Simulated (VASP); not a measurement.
# Al2O3 (Pn-3m) in VASP: single point with PBE

Aim: the single point of Al2O3 with PBE.

All numbers are computed with VASP 6.6.1; they aren't measurements. Logs are shortened: lines on timing, memory, paths and dates and some standing lists are left out, and cuts for length are marked.

## Step 1: The cell of the first run

It takes space group Pn-3m (No. 224, cubic). The conventional cell has a = 4.679 Å, b = 4.679 Å, c = 4.679 Å, α = 90.00°, β = 90.00°, γ = 90.00°. Al (site symmetry -3m) has 6 O at 2.03 Å within 2.7 Å. Within 2.7 Å of O (site symmetry -42m) lie 4 Al at 2.03 Å and 4 O at 2.34 Å.

## Step 2: Single point, PBE

File INCAR:

```
  PREC = Accurate
  ENCUT = 600
  EDIFF = 1E-6
  ISMEAR = -1
  SIGMA = 0.06122561905347299
  LREAL = F
  LASPH = T
  NELM = 120
  ALGO = Normal
  ISIF = 2
  LWAVE = F
  LCHARG = F
  GGA = PE
  NBANDS = 35
  GGA_COMPAT = F
  KPAR = 4
```

File KPOINTS:

```
Automatic mesh
0
Gamma
  24 24 24
```

File POSCAR:

```
Al2O3
1.0
    4.6786661890      0.0000000000      0.0000000000
    0.0000000000      4.6786661890      0.0000000000
    0.0000000000      0.0000000000      4.6786661890
Al O
4 6
Direct
    0.2500000000      0.2500000000      0.2500000000
    0.7500000000      0.7500000000      0.2500000000
    0.7500000000      0.2500000000      0.7500000000
    0.2500000000      0.7500000000      0.7500000000
    0.5000000000      0.0000000000      0.0000000000
    0.0000000000      0.5000000000      0.0000000000
    0.0000000000      0.0000000000      0.5000000000
    0.5000000000      0.5000000000      0.0000000000
    0.5000000000      0.0000000000      0.5000000000
    0.0000000000      0.5000000000      0.5000000000
```

Potentials or basis: VASP PAW PBE potentials, release 64 (Al, O).

The run is started by

```bash
> cat potpaw_PBE.64/Al/POTCAR potpaw_PBE.64/O/POTCAR > POTCAR
> mpirun -np 4 vasp_std > vasp.out
```

OUTCAR:

```text
PREC = Accurate
   ENCUT = 600
   EDIFF = 1E-6
   ISMEAR = -1
   LREAL = F
   LASPH = T
   NELM = 120
   ISIF = 2
   GGA = PE

 ion  position               nearest neighbor table
   1  0.250  0.250  0.250-   5 2.03   6 2.03   7 2.03   8 2.03   9 2.03  10 2.03   2 3.31   3 3.31
                             4 3.31   3 3.31   4 3.31   2 3.31   4 3.31   4 3.31   2 3.31   3 3.31
   2  0.750  0.750  0.250-   5 2.03   6 2.03   7 2.03   8 2.03   9 2.03  10 2.03   1 3.31   3 3.31
                             4 3.31   3 3.31   4 3.31   1 3.31   3 3.31   3 3.31   1 3.31   4 3.31
   3  0.750  0.250  0.750-   5 2.03   6 2.03   7 2.03   8 2.03   9 2.03  10 2.03   1 3.31   2 3.31
                             4 3.31   1 3.31   2 3.31   2 3.31   4 3.31   2 3.31   1 3.31   4 3.31
   4  0.250  0.750  0.750-   5 2.03   6 2.03   7 2.03   8 2.03   9 2.03  10 2.03   1 3.31   2 3.31
                             3 3.31   1 3.31   2 3.31   1 3.31   3 3.31   1 3.31   2 3.31   3 3.31
   5  0.500  0.000  0.000-   1 2.03   2 2.03   3 2.03   4 2.03
   6  0.000  0.500  0.000-   1 2.03   2 2.03   3 2.03   4 2.03
   7  0.000  0.000  0.500-   1 2.03   2 2.03   3 2.03   4 2.03
   8  0.500  0.500  0.000-   1 2.03   2 2.03   3 2.03   4 2.03
   9  0.500  0.000  0.500-   1 2.03   2 2.03   3 2.03   4 2.03
  10  0.000  0.500  0.500-   1 2.03   2 2.03   3 2.03   4 2.03

  LATTYP: Found a simple cubic cell.
 ALAT       =     4.6786661890

  Lattice vectors:

 A1 = (   4.6786661890,   0.0000000000,   0.0000000000)
 A2 = (   0.0000000000,   4.6786661890,   0.0000000000)
 A3 = (   0.0000000000,   0.0000000000,   4.6786661890)

Analysis of symmetry for initial positions (statically):
=====================================================================
 Subroutine PRICEL returns:
 Original cell was already a primitive cell.

 Routine SETGRP: Setting up the symmetry group for a
 simple cubic supercell.

 Subroutine GETGRP returns: Found 48 space group operations
 (whereof 24 operations were pure point group operations)
 out of a pool of 48 trial point group operations.

The static configuration has the point symmetry T_d .
 The point group associated with its full space group is O_h .

Analysis of symmetry for dynamics (positions and initial velocities):
=====================================================================
 Subroutine PRICEL returns:
 Original cell was already a primitive cell.

 Routine SETGRP: Setting up the symmetry group for a
 simple cubic supercell.

 Subroutine GETGRP returns: Found 48 space group operations
 (whereof 24 operations were pure point group operations)
 out of a pool of 48 trial point group operations.

The dynamic configuration has the point symmetry T_d .
 The point group associated with its full space group is O_h .

 Subroutine INISYM returns: Found 48 space group operations
 (whereof 24 operations are pure point group operations),
 and found     1 'primitive' translations

----------------------------------------------------------------------------------------

                                     Primitive cell

  volume of cell :     102.4156

  direct lattice vectors                    reciprocal lattice vectors
     4.678666189  0.000000000  0.000000000     0.213736129  0.000000000  0.000000000
     0.000000000  4.678666189  0.000000000     0.000000000  0.213736129  0.000000000
     0.000000000  0.000000000  4.678666189     0.000000000  0.000000000  0.213736129

  length of vectors
     4.678666189  4.678666189  4.678666189     0.213736129  0.213736129  0.213736129

  position of ions in fractional coordinates (direct lattice)
     0.250000000  0.250000000  0.250000000
     0.750000000  0.750000000  0.250000000
     0.750000000  0.250000000  0.750000000
     0.250000000  0.750000000  0.750000000
     0.500000000  0.000000000  0.000000000
     0.000000000  0.500000000  0.000000000
     0.000000000  0.000000000  0.500000000
     0.500000000  0.500000000  0.000000000
     0.500000000  0.000000000  0.500000000
     0.000000000  0.500000000  0.500000000

  ion indices of the primitive-cell ions
   primitive index   ion index
                 1           1
                 2           2
                 3           3
                 4           4
                 5           5
                 6           6
                 7           7
                 8           8
                 9           9
                10          10

----------------------------------------------------------------------------------------

 KPOINTS: Automatic mesh

Automatic generation of k-mesh.
 Grid dimensions read from file:
 generate k-points for:   24   24   24

 Generating k-lattice:

  Cartesian coordinates                     Fractional coordinates (reciprocal lattice)
     0.008905672  0.000000000  0.000000000     0.041666667  0.000000000  0.000000000
     0.000000000  0.008905672  0.000000000     0.000000000  0.041666667  0.000000000
     0.000000000  0.000000000  0.008905672     0.000000000  0.000000000  0.041666667

  Length of vectors
     0.008905672  0.008905672  0.008905672

  Shift w.r.t. Gamma in fractional coordinates (k-lattice)
     0.000000000  0.000000000  0.000000000

 Subroutine IBZKPT returns following result:
 ===========================================

 Found    455 irreducible k-points:

 Following reciprocal coordinates:
            Coordinates               Weight
  0.000000  0.000000  0.000000      1.000000
  0.041667  0.000000  0.000000      6.000000
  0.083333  0.000000  0.000000      6.000000
  0.125000  0.000000  0.000000      6.000000
  0.166667  0.000000  0.000000      6.000000
  0.208333  0.000000  0.000000      6.000000
[... 16 lines left out ...]
  0.416667  0.041667  0.000000     24.000000
  0.458333  0.041667  0.000000     24.000000
 [... further k-points ...]
   k-points           NKPTS =    455   k-points in BZ     NKDIM =    455   number of bands    NBANDS=     35
   number of dos      NEDOS =    301   number of ions     NIONS =     10
   total plane-waves  NPLWV =  64000
   dimension x,y,z NGX =    40 NGY =   40 NGZ =   40
   dimension x,y,z NGXF=    80 NGYF=   80 NGZF=   80
   ions per type =               4   6
   NGX,Y,Z   is equivalent  to a cutoff of  14.21, 14.21, 14.21 a.u.
   NGXF,Y,Z  is equivalent  to a cutoff of  28.43, 28.43, 28.43 a.u.
 SYSTEM =  unknown system
   PREC   = accura    normal or accurate (medium, high low for compatibility)
   ISTART =      0    job   : 0-new  1-cont  2-samecut
   ICHARG =      2    charge: 1-file 2-atom 10-const
   ISPIN  =      1    spin polarized calculation?
   LNONCOLLINEAR =      F non collinear calculations
   LSORBIT =      F    spin-orbit coupling
   LASPH  =      T    aspherical Exc in radial PAW
   ENCUT  =  600.0 eV  44.10 Ry    6.64 a.u.   9.34  9.34  9.34*2*pi/ulx,y,z
   NELM   =    120;   NELMIN=  2; NELMDL= -5     # of ELM steps
   EDIFF  = 0.1E-05   stopping-criterion for ELM
   LREAL  =      F    real-space projection
   EDIFFG = 0.1E-04   stopping-criterion for IOM
   NSW    =      0    number of steps for IOM
   IBRION =     -1    ionic relax: 0-MD 1-quasi-New 2-CG
   NFREE  =      0    steps in history (QN), initial steepest desc. (CG)
   ISIF   =      2    stress and relaxation
   ISYM   =      2    0-nonsym 1-usesym 2-fastsym
   POTIM  = 0.5000    time-step for ionic-motion
   TEBEG  =    0.0;   TEEND  =   0.0 temperature during run
   PSTRESS=    0.0 pullay stress
   NELECT =      48.0000    total number of electrons
   NUPDOWN=      -1.0000    fix difference up-down
   EMIN   =  10.00;   EMAX   =-10.00  energy-range for DOS
   EFERMI =   0.00;   METHOD = LEGACY
   ISMEAR =    -1;   SIGMA  =   0.06  broadening in eV -4-tet -1-fermi 0-gaus
   EFERMI_NEDOS =   21; number of points for ismear=-14 and -15
   IALGO  =     38    algorithm
   IMIX   =      4    mixing-type and parameters
     AMIX     =   0.40;   BMIX     =  1.00
     AMIX_MAG =   1.60;   BMIX_MAG =  1.00
  volume/ion in A,a.u.               =      10.24        69.11
  Fermi-wavevector in a.u.,A,eV,Ry     =   1.271647  2.403064 22.001786  1.617086
  Thomas-Fermi vector in A             =   2.404568
   LORBIT       =      0    0 simple, 1 ext, 2 COOP (PROOUT), +10 PAW based schemes
   GGA     = PE    functional components
   LHFCALC =     F    Hartree Fock is set to
   AEXX    =    0.0000 exact exchange contribution
   IVDW    =     0    specifies the selected vdW correction
   LEPSILON=     F    determine dielectric tensor
   LRPA    =     F    only Hartree local field effects (RPA)
 non-spin polarized calculation
  energy-cutoff  :      600.00
  volume of cell :      102.42
 maximum number of plane-waves:      3450
 NGX is ok and might be reduce to    40
   NGX = 19   NGY = 19   NGZ = 19

 number of electron      48.0000033 magnetization

 Free energy of the ion-electron system (eV)
  ---------------------------------------------------
  ext. energy  EPLUGINS =         0.00000000
  ---------------------------------------------------
  free energy    TOTEN  =       -66.04261582 eV

  energy without entropy =      -66.02875565  energy(sigma->0) =      -66.03568573

 E-fermi :   6.5089     XC(G=0): -10.7654

 val. band max:        6.4851612151   @ k =   0.1250   0.0833   0.0417
 cond. band min:       6.5221291808   @ k =   0.1667   0.0417   0.0417
 fundamental gap:      0.0369679657
 Fermi energy:         6.5088757845

 k-point     1 :       0.0000    0.0000    0.0000
  band No.  band energies     occupation
      1     -13.6143      2.00000
      2     -12.1657      2.00000
      3     -12.1657      2.00000
      4     -10.5140      2.00000
      5     -10.5140      2.00000
      6     -10.0274      2.00000
[... 27 lines left out ...]
     34      15.4206      0.00000
     35      15.4206      0.00000

 k-point     2 :       0.0417    0.0000    0.0000
  band No.  band energies     occupation
      1     -13.6086      2.00000
      2     -12.1718      2.00000
      3     -12.1601      2.00000
      4     -10.5232      2.00000
      5     -10.5132      2.00000
      6     -10.0325      2.00000
[... 27 lines left out ...]
     34      15.5314      0.00000
     35      15.5314      0.00000
[... 796 lines left out ...]
     34      14.5712      0.00000
     35      17.2514      0.00000

 k-point    24 :       0.4583    0.0417    0.0000
  band No.  band energies     occupation
      1     -12.9986      2.00000
      2     -12.8055      2.00000
      3     -11.5453      2.00000
      4     -11.3344      2.00000
      5     -10.4097      2.00000
      6     -10.3587      2.00000
[... 27 lines left out ...]
     34      14.4625      0.00000
     35      17.3831      0.00000

 [... further k-points ...]
[... 5 lines left out ...]
  --------------------------------------------------------------------------------------
  -------------------------------------------------------------------------------------
  Total       -4.5688061     -4.5688061     -4.5688061      0.0000000      0.0000000      0.0000000
  in kB      -71.4738421    -71.4738421    -71.4738421      0.0000000      0.0000000      0.0000000
  external PRESSURE =     -71.4738421 kB  Pullay stress =       0.0000000 kB

 VOLUME and BASIS-vectors are now :
 -----------------------------------------------------------------------------
  energy-cutoff  :      600.00
  volume of cell :      102.42
      direct lattice vectors                 reciprocal lattice vectors
     4.678666189  0.000000000  0.000000000     0.213736129  0.000000000  0.000000000
     0.000000000  4.678666189  0.000000000     0.000000000  0.213736129  0.000000000
     0.000000000  0.000000000  4.678666189     0.000000000  0.000000000  0.213736129

 POSITION                                       TOTAL-FORCE (eV/Angst)
 -----------------------------------------------------------------------------------
      1.16967      1.16967      1.16967        -0.000000      0.000000     -0.000000
      3.50900      3.50900      1.16967         0.000000     -0.000000     -0.000000
      3.50900      1.16967      3.50900        -0.000000     -0.000000     -0.000000
      1.16967      3.50900      3.50900         0.000000      0.000000      0.000000
      2.33933      0.00000      0.00000         0.000000      0.000000     -0.000000
      0.00000      2.33933      0.00000         0.000000     -0.000000      0.000000
      0.00000      0.00000      2.33933         0.000000      0.000000      0.000000
      2.33933      2.33933      0.00000        -0.000000     -0.000000     -0.000000
      2.33933      0.00000      2.33933        -0.000000     -0.000000     -0.000000
      0.00000      2.33933      2.33933        -0.000000     -0.000000      0.000000
 -----------------------------------------------------------------------------------
    total drift:                               -0.000000      0.000000     -0.000000

  FREE ENERGIE OF THE ION-ELECTRON SYSTEM (eV)
  ---------------------------------------------------
  free  energy   TOTEN  =       -66.0426158181 eV

  energy  without entropy=      -66.0287556471  energy(sigma->0) =      -66.03568573
```

Run time: 2.8 min. Hardware: 4 MPI ranks of Intel Xeon 6975P-C (Granite Rapids), shared host; peak memory 1.3 GiB.

What came out:

- Free energy: -66.0426 eV
- Pressure: -7.1 GPa
- Band gap on the k mesh: zero (bands 24 and 25 overlap by 0.04 eV)

Caveat: the cell stands under tension; semilocal functionals underestimate gaps, and a narrow one can read as zero.

The gap in the log of VASP goes by the Fermi energy; the results here count the filled bands.